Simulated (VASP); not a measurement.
A run of VASP 6.6.1 is set up as follows.

The input INCAR:

```
SYSTEM = C
PREC = Accurate
ENCUT = 520
EDIFF = 1E-6
ISMEAR = 0
SIGMA = 0.1
LREAL = .False.
LASPH = .True.
NELM = 80
ALGO = Normal
ISIF = 2
LWAVE = .False.
LCHARG = .False.
GGA = PE
NBANDS = 26
```

KPOINTS

```
Automatic mesh
0
Gamma
  6 6 6
  0 0 0
```

File POSCAR:

```
C
1.0
   -3.1603231677      3.1603231677      1.6662291512
    3.1603231677     -3.1603231677      1.6662291512
    3.1603231677      3.1603231677     -1.6662291512
C
8
Direct
    0.7976709782      0.7976709782      0.0000000000
    0.5476709782      0.0476709782      0.5000000000
    0.6230576254      0.6230576254      0.2461152508
    0.3769423746      0.3769423746      0.7538847492
    0.3730576254      0.6269423746      0.5000000000
    0.1269423746      0.8730576254      0.5000000000
    0.2023290218      0.2023290218      0.0000000000
    0.9523290218      0.4523290218      0.5000000000
```

Potentials or basis: VASP PAW PBE potentials, release 64 (C).

Run with:

```console
$ cat potpaw_PBE.64/C/POTCAR > POTCAR
$ mpirun -np 1 vasp_std > vasp.out
```

Task: Estimate the band gap on the k mesh.

Result: Zero (bands 16 and 17 overlap by 3.24 eV).

Task: Estimate the largest force.

Result: 0.072 eV/Å.

Forces in eV/Å, atoms in the order of the input:
```
C    0.000  0.000  0.009
C    0.000  0.000  0.009
C    0.051  0.051  0.000
C   -0.051 -0.051  0.000
C   -0.051  0.051  0.000
C    0.051 -0.051  0.000
C    0.000  0.000 -0.009
C    0.000  0.000 -0.009
```
